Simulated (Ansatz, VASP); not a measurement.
# One calculation of Nb, two programs

```
CELL_PARAMETERS angstrom
0.00000 2.10728 2.10728
2.10728 0.00000 2.10728
2.10728 2.10728 0.00000
ATOMIC_POSITIONS crystal
Nb 0.00000 0.00000 0.00000
```

Alike in both runs: functional r2SCAN; k mesh 13 × 13 × 13; occupations fermi-dirac, width 0.1 eV; no spin polarisation.

Ansatz relaxed the structure, and its values are those at the end. VASP's run is a single point on that final structure, the one shown.

```csv
,VASP,Ansatz
version,VASP 6.6.1,Ansatz 0.2.0
potentials or method,"VASP PAW PBE potentials, release 64 (Nb_sv), cutoff 520 eV","plane waves (500 eV) with PAW, scalar-relativistic"
valence electrons in the cell,13,13
```

Ansatz gave:

```
pressure (GPa) : 0.0
```

Which values does VASP return?

Pressure (GPa): -0.2.

VASP's potentials were made for PBE, not for r2SCAN. The functional is the same, so the differences come from potentials, cutoffs and numerics.
